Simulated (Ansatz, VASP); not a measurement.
## One calculation of Si2Ni, two programs

```
CELL_PARAMETERS angstrom
0.00000 2.69573 2.69573
2.69573 0.00000 2.69573
2.69573 2.69573 0.00000
ATOMIC_POSITIONS crystal
Si 0.25000 0.25000 0.25000
Si 0.75000 0.75000 0.75000
Ni 0.00000 0.00000 0.00000
```

Alike in both runs: functional PBEsol; k mesh 10 × 10 × 10; occupations fermi-dirac, width 0.001 eV; no spin polarisation.

Ansatz relaxed the structure, and its values are those at the end. VASP's run is a single point on that final structure, the one shown.

|  | VASP | Ansatz |
| --- | --- | --- |
| version | VASP 6.6.1 | Ansatz 0.2.0 |
| potentials or method | VASP PAW PBE potentials, release 64 (Si, Ni) | PAW with Ansatz's default frozen-core files, scalar-relativistic |
| plane-wave cutoff (eV) | 520 | 420 |
| valence electrons in the cell | 18 | 26 |

```tsv
	VASP	Ansatz	Ansatz less VASP
pressure (GPa)	-0.1	0.0	+0.06
```

VASP's potentials were made for PBE, not for PBEsol. VASP's potentials hold 18 valence electrons a cell and Ansatz's 26, so a difference there can come from the potentials and not from the codes.
